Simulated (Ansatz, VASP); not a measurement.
Mg2CoAuC6N6 in VASP and in Ansatz

```xyz
16
Lattice="0.0000 5.3743 5.3743 5.3743 0.0000 5.3743 5.3743 5.3743 0.0000" Properties=species:S:1:pos:R:3 pbc="T T T"
Mg    2.6872    2.6872    2.6872
Mg    8.0615    8.0615    8.0615
Co    5.3743    5.3743    5.3743
C     2.2880    5.3743    5.3743
C     5.3743    2.2880    5.3743
C     5.3743    5.3743    2.2880
C     8.4606    5.3743    5.3743
C     5.3743    8.4606    5.3743
C     5.3743    5.3743    8.4606
Au    0.0000    0.0000    0.0000
N     3.4605    5.3743    5.3743
N     5.3743    3.4605    5.3743
N     5.3743    5.3743    3.4605
N     7.2881    5.3743    5.3743
N     5.3743    7.2881    5.3743
N     5.3743    5.3743    7.2881
```

Alike in both runs: functional PBE; k mesh 6 × 6 × 6; occupations gaussian, width 0.1 eV; collinear spin.

Ansatz relaxed the structure, and its values are those at the end. VASP's run is a single point on that final structure, the one shown.

|  | VASP | Ansatz |
| --- | --- | --- |
| version | VASP 6.6.1 | Ansatz 0.2.0 |
| potentials or method | VASP PAW PBE potentials, release 64 (Mg, Co, C, Au, N), cutoff 520 eV | scalar-relativistic, plane waves, PAW |
| valence electrons in the cell | 78 | 110 |

VASP gave:

| Item | Value |
| --- | --- |
| gap on the k mesh at the Fermi level (eV) | none |
| pressure (GPa) | 0.3 |
| rms of the force components (eV/Å) | 0.192 |
| net moment per atom (μB) | 0.12 |
| size of the moment on the site where the two differ most (μB) | 0.12 |

What did Ansatz give for the same quantities?

gap on the k mesh at the Fermi level (eV): none; pressure (GPa): 0.0; rms of the force components (eV/Å): 0.003; net moment per atom (μB): 0.02; size of the moment on the site where the two differ most (μB): 0.38.

The net moments are unlike, so the other rows may belong to different states. Site moments also hang on the region over which each program counts them. A gap of «none» marks a metal or a gap that the smearing closes. VASP's potentials hold 78 valence electrons a cell and Ansatz's 110, so a difference there can come from the potentials and not from the codes.

Spin-orbit coupling is off throughout. Noted on VASP's run: the standard files for N, O and F lose accuracy on very short bonds.
